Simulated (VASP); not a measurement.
# GaRe4 (Im-3m) in VASP: notebook

The runs below take GaRe4 through single point, relaxation of cell and atoms, with PBE.

Program: VASP 6.6.1. These are calculated values, not measurements. Logs are shortened: lines on timing, memory, paths and dates and some standing lists are left out, and cuts for length are marked.

### Step 1. The cell of the first run

Symmetry: Im-3m, No. 229, cubic system. The conventional cell has a = 5.605 Å, b = 5.605 Å, c = 5.605 Å, α = 90.00°, β = 90.00°, γ = 90.00°. Within 3.2 Å of Ga (site symmetry m-3m) lie 8 Re at 2.43 Å. Re (site symmetry -3m) has 2 Ga at 2.43 Å and 6 Re at 2.80 Å within 3.2 Å.

The cell was generated, and may not be a known phase.

### Step 2. Single point, PBE

Contents of INCAR:

```
SYSTEM = GaRe4
  PREC = Accurate
  ENCUT = 520
  EDIFF = 1E-6
  ISMEAR = 0
  SIGMA = 0.1
  LREAL = .FALSE.
  LASPH = .TRUE.
  NELM = 100
  ALGO = Normal
  ISIF = 2
  LWAVE = .FALSE.
  LCHARG = .TRUE.
  GGA = PE
  LELF = .TRUE.
  LVHAR = .TRUE.
  NBANDS = 28
```

Contents of KPOINTS:

```
regular mesh
0
G
  4 4 4
  0 0 0
```

Contents of POSCAR:

```
GaRe4
1.0
   -2.8024539830      2.8024539830      2.8024539830
    2.8024539830     -2.8024539830      2.8024539830
    2.8024539830      2.8024539830     -2.8024539830
Ga Re
1 4
Direct
    0.0000000000      0.0000000000      0.0000000000
    0.0000000000      0.0000000000      0.5000000000
    0.0000000000      0.5000000000      0.0000000000
    0.5000000000      0.0000000000      0.0000000000
    0.5000000000      0.5000000000      0.5000000000
```

Potentials or basis: VASP PAW PBE potentials, release 64 (Ga_d, Re).

On the command line:

```console
> cat potpaw_PBE.64/Ga_d/POTCAR potpaw_PBE.64/Re/POTCAR > POTCAR
> mpirun -np 1 vasp_std > vasp.out
```

OUTCAR:

```text
SYSTEM = GaRe4
   PREC = Accurate
   ENCUT = 520
   EDIFF = 1E-6
   ISMEAR = 0
   LREAL = .FALSE.
   LASPH = .TRUE.
   NELM = 100
   ISIF = 2
   GGA = PE

 ion  position               nearest neighbor table
   1  0.000  0.000  0.000-   2 2.43   3 2.43   4 2.43   5 2.43   2 2.43   3 2.43   4 2.43   5 2.43

   2  0.000  0.000  0.500-   1 2.43   1 2.43   4 2.80   5 2.80   3 2.80   3 2.80   4 2.80   5 2.80

   3  0.000  0.500  0.000-   1 2.43   1 2.43   4 2.80   5 2.80   2 2.80   2 2.80   5 2.80   4 2.80

   4  0.500  0.000  0.000-   1 2.43   1 2.43   3 2.80   5 2.80   5 2.80   2 2.80   2 2.80   3 2.80

   5  0.500  0.500  0.500-   1 2.43   1 2.43   3 2.80   4 2.80   4 2.80   3 2.80   2 2.80   2 2.80

  LATTYP: Found a body centered cubic cell.
 ALAT       =     5.6049079660

  Lattice vectors:

 A1 = (  -2.8024539830,   2.8024539830,   2.8024539830)
 A2 = (   2.8024539830,  -2.8024539830,   2.8024539830)
 A3 = (   2.8024539830,   2.8024539830,  -2.8024539830)

Analysis of symmetry for initial positions (statically):
=====================================================================
 Subroutine PRICEL returns:
 Original cell was already a primitive cell.

 Routine SETGRP: Setting up the symmetry group for a
 body centered cubic supercell.

 Subroutine GETGRP returns: Found 48 space group operations
 (whereof 48 operations were pure point group operations)
 out of a pool of 48 trial point group operations.

The static configuration has the point symmetry O_h .

Analysis of symmetry for dynamics (positions and initial velocities):
=====================================================================
 Subroutine PRICEL returns:
 Original cell was already a primitive cell.

 Routine SETGRP: Setting up the symmetry group for a
 body centered cubic supercell.

 Subroutine GETGRP returns: Found 48 space group operations
 (whereof 48 operations were pure point group operations)
 out of a pool of 48 trial point group operations.

The dynamic configuration has the point symmetry O_h .

 Subroutine INISYM returns: Found 48 space group operations
 (whereof 48 operations are pure point group operations),
 and found     1 'primitive' translations

----------------------------------------------------------------------------------------

                                     Primitive cell

  volume of cell :      88.0391

  direct lattice vectors                    reciprocal lattice vectors
    -2.802453983  2.802453983  2.802453983     0.000000000  0.178415062  0.178415062
     2.802453983 -2.802453983  2.802453983     0.178415062  0.000000000  0.178415062
     2.802453983  2.802453983 -2.802453983     0.178415062  0.178415062  0.000000000

  length of vectors
     4.853992684  4.853992684  4.853992684     0.252317000  0.252317000  0.252317000

  position of ions in fractional coordinates (direct lattice)
     0.000000000  0.000000000  0.000000000
     0.000000000  0.000000000  0.500000000
     0.000000000  0.500000000  0.000000000
     0.500000000  0.000000000  0.000000000
     0.500000000  0.500000000  0.500000000

  ion indices of the primitive-cell ions
   primitive index   ion index
                 1           1
                 2           2
                 3           3
                 4           4
                 5           5

----------------------------------------------------------------------------------------

 KPOINTS: regular mesh

Automatic generation of k-mesh.
 Grid dimensions read from file:
 generate k-points for:    4    4    4

 Generating k-lattice:

  Cartesian coordinates                     Fractional coordinates (reciprocal lattice)
     0.000000000  0.044603765  0.044603765     0.250000000  0.000000000  0.000000000
     0.044603765  0.000000000  0.044603765     0.000000000  0.250000000  0.000000000
     0.044603765  0.044603765  0.000000000     0.000000000  0.000000000  0.250000000

  Length of vectors
     0.063079250  0.063079250  0.063079250

  Shift w.r.t. Gamma in fractional coordinates (k-lattice)
     0.000000000  0.000000000  0.000000000

 Subroutine IBZKPT returns following result:
 ===========================================

 Found      8 irreducible k-points:

 Following reciprocal coordinates:
            Coordinates               Weight
  0.000000  0.000000  0.000000      1.000000
  0.250000  0.000000  0.000000     12.000000
  0.500000  0.000000  0.000000      6.000000
  0.250000  0.250000  0.000000     24.000000
  0.250000  0.250000  0.250000      2.000000
 -0.250000  0.250000  0.250000      6.000000
  0.500000  0.500000  0.250000     12.000000
  0.500000  0.500000  0.500000      1.000000
   k-points           NKPTS =      8   k-points in BZ     NKDIM =      8   number of bands    NBANDS=     28
   number of dos      NEDOS =    301   number of ions     NIONS =      5
   total plane-waves  NPLWV =  46656
   dimension x,y,z NGX =    36 NGY =   36 NGZ =   36
   dimension x,y,z NGXF=    72 NGYF=   72 NGZF=   72
   ions per type =               1   4
   NGX,Y,Z   is equivalent  to a cutoff of  12.33, 12.33, 12.33 a.u.
   NGXF,Y,Z  is equivalent  to a cutoff of  24.66, 24.66, 24.66 a.u.
 SYSTEM =  GaRe4
   PREC   = accura    normal or accurate (medium, high low for compatibility)
   ISTART =      0    job   : 0-new  1-cont  2-samecut
   ICHARG =      2    charge: 1-file 2-atom 10-const
   ISPIN  =      1    spin polarized calculation?
   LNONCOLLINEAR =      F non collinear calculations
   LSORBIT =      F    spin-orbit coupling
   LASPH  =      T    aspherical Exc in radial PAW
   ENCUT  =  520.0 eV  38.22 Ry    6.18 a.u.   9.03  9.03  9.03*2*pi/ulx,y,z
   NELM   =    100;   NELMIN=  2; NELMDL= -5     # of ELM steps
   EDIFF  = 0.1E-05   stopping-criterion for ELM
   LREAL  =      F    real-space projection
[... 7 lines left out ...]
   TEBEG  =    0.0;   TEEND  =   0.0 temperature during run
   PSTRESS=    0.0 pullay stress
   NELECT =      41.0000    total number of electrons
   NUPDOWN=      -1.0000    fix difference up-down
   EMIN   =  10.00;   EMAX   =-10.00  energy-range for DOS
   EFERMI =   0.00;   METHOD = LEGACY
   ISMEAR =     0;   SIGMA  =   0.10  broadening in eV -4-tet -1-fermi 0-gaus
   EFERMI_NEDOS =   21; number of points for ismear=-14 and -15
   IALGO  =     38    algorithm
   IMIX   =      4    mixing-type and parameters
     AMIX     =   0.40;   BMIX     =  1.00
     AMIX_MAG =   1.60;   BMIX_MAG =  1.00
  volume/ion in A,a.u.               =      17.61       118.82
  Fermi-wavevector in a.u.,A,eV,Ry     =   1.268949  2.397967 21.908543  1.610233
  Thomas-Fermi vector in A             =   2.402017
   LORBIT       =      0    0 simple, 1 ext, 2 COOP (PROOUT), +10 PAW based schemes
   GGA     = PE    functional components
   LHFCALC =     F    Hartree Fock is set to
   AEXX    =    0.0000 exact exchange contribution
   IVDW    =     0    specifies the selected vdW correction
   LEPSILON=     F    determine dielectric tensor
   LRPA    =     F    only Hartree local field effects (RPA)
 non-spin polarized calculation
 Gauss-broadening in eV      SIGMA  =   0.10
  energy-cutoff  :      520.00
  volume of cell :       88.04
 maximum number of plane-waves:      2390
   NGX = 19   NGY = 19   NGZ = 19

 number of electron      40.9999983 magnetization

 Free energy of the ion-electron system (eV)
  ---------------------------------------------------
  ext. energy  EPLUGINS =         0.00000000
  ---------------------------------------------------
  free energy    TOTEN  =       -44.24811566 eV

  energy without entropy =      -44.20436716  energy(sigma->0) =      -44.22624141

 E-fermi :   5.9920     XC(G=0): -12.3011

 val. band max:        5.9811728226   @ k =   0.2500   0.0000   0.0000
 cond. band min:       6.0305466058   @ k =   0.2500   0.2500   0.0000
 fundamental gap:      0.0493737832
 Fermi energy:         5.9920272237

 k-point     1 :       0.0000    0.0000    0.0000
  band No.  band energies     occupation
      1      -8.9357      2.00000
      2      -8.9357      2.00000
      3      -8.9357      2.00000
      4      -8.7546      2.00000
      5      -8.7546      2.00000
      6      -4.8783      2.00000
[... 20 lines left out ...]
     27       9.5888      0.00000
     28       9.5889      0.00000

 k-point     2 :       0.2500    0.0000    0.0000
  band No.  band energies     occupation
      1      -8.9264      2.00000
      2      -8.8974      2.00000
      3      -8.8540      2.00000
      4      -8.7371      2.00000
      5      -8.7363      2.00000
      6      -4.1861      2.00000
[... 20 lines left out ...]
     27       7.8047      0.00000
     28       8.6592      0.00000

 k-point     3 :       0.5000    0.0000    0.0000
  band No.  band energies     occupation
      1      -8.9170      2.00000
      2      -8.8627      2.00000
      3      -8.7685      2.00000
      4      -8.7185      2.00000
      5      -8.7180      2.00000
      6      -3.0193      2.00000
[... 20 lines left out ...]
     27       7.1348      0.00000
     28       9.0679      0.00000

 k-point     4 :       0.2500    0.2500    0.0000
  band No.  band energies     occupation
      1      -8.9002      2.00000
      2      -8.8495      2.00000
      3      -8.7953      2.00000
      4      -8.7192      2.00000
      5      -8.7184      2.00000
      6      -3.1373      2.00000
[... 20 lines left out ...]
     27       7.2804      0.00000
     28       7.4540      0.00000

 k-point     5 :       0.2500    0.2500    0.2500
  band No.  band energies     occupation
      1      -8.8464      2.00000
      2      -8.8464      2.00000
      3      -8.8464      2.00000
      4      -8.7177      2.00000
      5      -8.7177      2.00000
      6      -2.8658      2.00000
[... 20 lines left out ...]
     27       6.0861      0.18346
     28       6.0885      0.17232

 k-point     6 :      -0.2500    0.2500    0.2500
  band No.  band energies     occupation
      1      -8.8511      2.00000
      2      -8.8511      2.00000
      3      -8.8418      2.00000
      4      -8.7223      2.00000
      5      -8.7200      2.00000
      6      -3.5463      2.00000
[... 20 lines left out ...]
     27       8.1870      0.00000
     28      10.0422      0.00000

 k-point     7 :       0.5000    0.5000    0.2500
  band No.  band energies     occupation
      1      -8.8389      2.00000
      2      -8.8083      2.00000
      3      -8.7623      2.00000
      4      -8.7052      2.00000
      5      -8.7048      2.00000
      6      -2.3766      2.00000
[... 20 lines left out ...]
     27       8.0450      0.00000
     28       8.5306      0.00000

 k-point     8 :       0.5000    0.5000    0.5000
  band No.  band energies     occupation
      1      -8.7560      2.00000
      2      -8.7560      2.00000
      3      -8.7560      2.00000
      4      -8.6913      2.00000
      5      -8.6913      2.00000
      6      -0.6609      2.00000
[... 20 lines left out ...]
     27      10.1323      0.00000
     28      10.1323      0.00000

------------------------ aborting loop because EDIFF is reached ----------------------------------------

  FORCE on cell =-STRESS in cart. coord.  units (eV):
  Direction    XX          YY          ZZ          XY          YZ          ZX
  --------------------------------------------------------------------------------------
  -------------------------------------------------------------------------------------
  Total       -0.0079813     -0.0079813     -0.0079813      0.0000000     -0.0000000     -0.0000000
  in kB       -0.1452468     -0.1452468     -0.1452468      0.0000000     -0.0000000     -0.0000000
  external PRESSURE =      -0.1452468 kB  Pullay stress =       0.0000000 kB

 VOLUME and BASIS-vectors are now :
 -----------------------------------------------------------------------------
  energy-cutoff  :      520.00
  volume of cell :       88.04
      direct lattice vectors                 reciprocal lattice vectors
    -2.802453983  2.802453983  2.802453983     0.000000000  0.178415062  0.178415062
     2.802453983 -2.802453983  2.802453983     0.178415062  0.000000000  0.178415062
     2.802453983  2.802453983 -2.802453983     0.178415062  0.178415062  0.000000000

 POSITION                                       TOTAL-FORCE (eV/Angst)
 -----------------------------------------------------------------------------------
      0.00000      0.00000      0.00000         0.000000     -0.000000     -0.000000
      1.40123      1.40123     -1.40123         0.000000      0.000000     -0.000000
      1.40123     -1.40123      1.40123        -0.000000     -0.000000      0.000000
     -1.40123      1.40123      1.40123         0.000000     -0.000000      0.000000
      1.40123      1.40123      1.40123        -0.000000     -0.000000      0.000000
 -----------------------------------------------------------------------------------
    total drift:                               -0.000000     -0.000000     -0.000000

  FREE ENERGIE OF THE ION-ELECTRON SYSTEM (eV)
  ---------------------------------------------------
  free  energy   TOTEN  =       -44.2481156638 eV

  energy  without entropy=      -44.2043671620  energy(sigma->0) =      -44.22624141
```

It took 42 s on 1 thread of Intel Xeon 6975P-C (Granite Rapids), shared host; peak memory 0.21 GiB.

What came out:

```
Free energy            : -44.2481 eV
Pressure               : 0.0 GPa
Band gap on the k mesh : zero (an odd number of electrons rules out a gap without spin polarisation)
```

Caveat: the k points lie up to 0.40 Å⁻¹ apart, too coarse for converged energies and pressures of a metal; the highest band is partly filled, so the run has too few bands; spin-orbit coupling is left out, which moves the levels of the heavy elements.

(Continued in part 2 of 2.)

The gap in the log of VASP goes by the Fermi energy; the results here count the filled bands.